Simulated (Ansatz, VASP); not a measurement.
## Cd: VASP beside Ansatz

INCAR

```
PREC = Accurate
ENCUT = 520
EDIFF = 1E-6
ISMEAR = -1
SIGMA = 0.1
LREAL = F
LASPH = T
NELM = 100
ALGO = Normal
ISIF = 2
LWAVE = F
LCHARG = T
LELF = T
LVHAR = T
NBANDS = 19
```

The input KPOINTS:

```
regular mesh
0
Gamma
  5 5 2
```

POSCAR

```
Cd
1.0
    2.8818641727      0.0000000000      0.0000000000
   -1.4409320863      2.4957675838      0.0000000000
    0.0000000000      0.0000000000      5.6383707528
Cd
2
Direct
    0.3333333333      0.6666666667      0.2500000000
    0.6666666667      0.3333333333      0.7500000000
```

Input for Ansatz:

```yaml
crystal:
  lattice:
    - [2.8818641727, 0.0, 0.0]
    - [-1.4409320863, 2.4957675838, 0.0]
    - [0.0, 0.0, 5.6383707528]
  atoms:
    - { symbol: Cd, position: [0.3333333333, 0.6666666667, 0.25] }
    - { symbol: Cd, position: [0.6666666667, 0.3333333333, 0.75] }
hamiltonian:
  xc: lda
  pseudopotentials:
    kind: paw
    azcp:
      Cd: "pseudopotentials/Cd.paw.azcp"
basis:
  ecutwfc: 420
  fft_grid_basis: typed
kpoints:
  mp_grid: { grid: [5, 5, 2], shift: [0, 0, 0] }
magnetization:
  spin_polarized: false
scf:
  occupations: { method: fermi_dirac, width: 0.1 }
  lower_state_search: "off"
output:
  stress: true
  write_density: true
  write_potential: true
  elf: true
  volumetric_format: npy
```

Alike in both runs: task single point; functional LDA; k mesh 5 × 5 × 2; occupations fermi-dirac, width 0.1 eV; no spin polarisation.

```csv
,VASP,Ansatz
version,VASP 6.6.1,Ansatz 0.2.0
potentials or method,"VASP PAW LDA potentials, release 64 (Cd), cutoff 520 eV","plane waves (420 eV) with PAW, scalar-relativistic"
valence electrons in the cell,24,40
```

```csv
,VASP,Ansatz,Ansatz less VASP
pressure (GPa),1.9,1.2,-0.72
"traceless stress, the component that is largest in VASP (GPa)",-0.24,0.34,+0.574
```

Ansatz warns that its potentials were made for another functional, while VASP's fit it. LDA's correlation is that of Perdew and Zunger in VASP and of Perdew and Wang (1992) in Ansatz. VASP's potentials hold 24 valence electrons a cell and Ansatz's 40, so a difference there can come from the potentials and not from the codes.

The k mesh is coarse, so the values compare programs but aren't converged.
